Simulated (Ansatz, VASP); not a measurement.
**One calculation of AgI, two programs**

```
Ag I
1.0
     3.22505    3.22505    0.00000
    -3.22505    3.22505    0.00000
     0.00000    3.22505    3.22505
Ag I
1 1
Cartesian
  0.0000 0.0000 0.0000
  1.6125 4.8376 1.6125
```

Change from the starting cell: unstrained.

Alike in both runs: task single point; functional PBEsol; k mesh 6 × 6 × 6; non-collinear spin, spin-orbit coupling.

```csv
,VASP,Ansatz
version,VASP 6.6.1,Ansatz 0.2.0
potentials or method,"VASP PAW PBE potentials, release 64 (Ag, I), cutoff 500 eV",all-electron LAPW
occupations,"gaussian, width 0.01 eV",fixed
```

```tsv
	VASP	Ansatz	Ansatz less VASP
pressure (GPa)	0.0	0.0	+0.04
net moment per atom (μB)	0.00	0.00	0.000
```

VASP's potentials were made for PBE, not for PBEsol. Ansatz ran all-electron here, and VASP with PAW potentials.
